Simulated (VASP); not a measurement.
## I: single point with r2SCAN

Crystal: I.

```
I
1.0
     6.65070    0.00000    0.00000
    -3.32535    5.75968    0.00000
     0.00000    0.00000    4.07717
I
3
Direct
  0.00000 0.00000 0.00000
  0.33333 0.66667 0.50000
  0.66667 0.33333 0.50000
```

```json
{
  "Program": "VASP 6.6.1",
  "Task": "single point",
  "Functional": "r2SCAN",
  "Potentials or basis": "VASP PAW PBE potentials, release 64 (I)",
  "Cutoff": "520 eV",
  "k mesh": "3 × 3 × 4",
  "Occupations": "gaussian, width 0.1 eV",
  "Spin": "no spin polarisation"
}
```

| Quantity | Value |
| --- | --- |
| Pressure | -3.5 GPa |

Stress tensor (GPa, compression positive):
```
-3.09  0.00  0.00
 0.00 -3.09  0.00
 0.00  0.00 -4.30
```

Levels at points of the mesh, in eV from the Fermi level:
```
           k point  band 8  band 9  band 10  band 11  band 12  band 13  band 14  band 15
(0.00, 0.00, 0.00)   -0.43    0.27     0.41     0.41     0.48     6.37     7.24     9.28
(0.00, 0.00, 0.50)   -1.43   -0.52    -0.52    -0.22    -0.22     6.58     6.58     8.05
```

Wall time 69 s on 1 thread of Intel(R) Xeon(R) 6975P-C (Granite Rapids), with other jobs on the host, peak memory 0.28 GiB.

Caveat: the k points lie up to 0.39 Å⁻¹ apart; the PAW data sets were made with another functional, which shifts forces and pressure a little; spin-orbit coupling is left out, which moves the levels of the heavy elements; an odd number of electrons without spin polarisation forces a metal; a magnetic or distorted state may lie lower.
